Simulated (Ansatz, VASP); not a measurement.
Two plane-wave programs on LaScF

```
La Sc F
1.0
     3.64967    0.00000    0.00000
    -1.82483    3.16071    0.00000
     0.00000    0.00000    6.50452
La Sc F
1 1 1
Direct
  0.00000 0.00000 0.00000
  0.33333 0.66667 0.50000
  0.66667 0.33333 0.50000
```

Change from the starting cell: species swapped into the EuGaSi type (P-6m2, No. 187).

Alike in both runs: functional PBE; k mesh 12 × 12 × 8; occupations gaussian, width 0.1 eV; no spin polarisation.

Ansatz relaxed the structure, and its values are those at the end. VASP's run is a single point on that final structure, the one shown.

|  | VASP | Ansatz |
| --- | --- | --- |
| version | VASP 6.6.1 | Ansatz 0.2.0 |
| potentials or method | VASP PAW PBE potentials, release 64 (La, Sc_sv, F), cutoff 520 eV | scalar-relativistic, plane waves, PAW |
| valence electrons in the cell | 29 | 29 |

Ansatz gave:

```
gap on the k mesh at the Fermi level (eV) : none
pressure (GPa)                            : 0.0
```

Problem. Estimate VASP's values.

Solution. gap on the k mesh at the Fermi level (eV): none; pressure (GPa): 0.2.

A gap of «none» marks a metal or a gap that the smearing closes. With one functional, cell and mesh, what is left measures potentials, basis and numerics.

Spin-orbit coupling is off throughout.
